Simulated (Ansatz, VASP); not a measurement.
## Be3CdO4: VASP beside Ansatz

```
Be Cd O
1.0
     8.65812    0.00000    0.00000
     0.00000    3.95705    2.26141
     0.00000   -3.95705    2.26141
Be Cd O
6 2 8
Direct
  0.50000 0.97235 0.97235
  0.57179 0.67097 0.33781
  0.42821 0.33781 0.67097
  0.00000 0.97235 0.97235
  0.07179 0.33781 0.67097
  0.92821 0.67097 0.33781
  0.75000 0.33982 0.63474
  0.25000 0.63474 0.33982
  0.54135 0.63693 0.96839
  0.45865 0.96839 0.63693
  0.50000 0.31322 0.31322
  0.95865 0.63693 0.96839
  0.04135 0.96839 0.63693
  0.00000 0.31322 0.31322
  0.75000 0.76357 0.46288
  0.25000 0.46288 0.76357
```

Change from the starting cell: the structure that the rattled cell fell into.

Alike in both runs: task relaxation of cell and atoms; functional PBE; k mesh 4 × 8 × 8; occupations gaussian, width 0.02 eV; no spin polarisation.

|  | VASP | Ansatz |
| --- | --- | --- |
| version | VASP 6.6.1 | Ansatz 0.2.0 |
| potentials or method | VASP PAW PBE potentials, release 64 (Be, Cd, O), cutoff 600 eV | scalar-relativistic, plane waves, PAW |
| valence electrons in the cell | 84 | 100 |

```csv
,VASP,Ansatz,Ansatz less VASP
"gap on the k mesh at the Fermi level, each at its own relaxed structure (eV)",2.00,2.03,+0.038
relaxed volume (Å³/atom),9.71,9.69,-0.021
relaxed length of the cell vector where the two differ most in proportion (Å),8.665,8.657,-0.0081
```

VASP's potentials hold 84 valence electrons a cell and Ansatz's 100, so a difference there can come from the potentials and not from the codes.
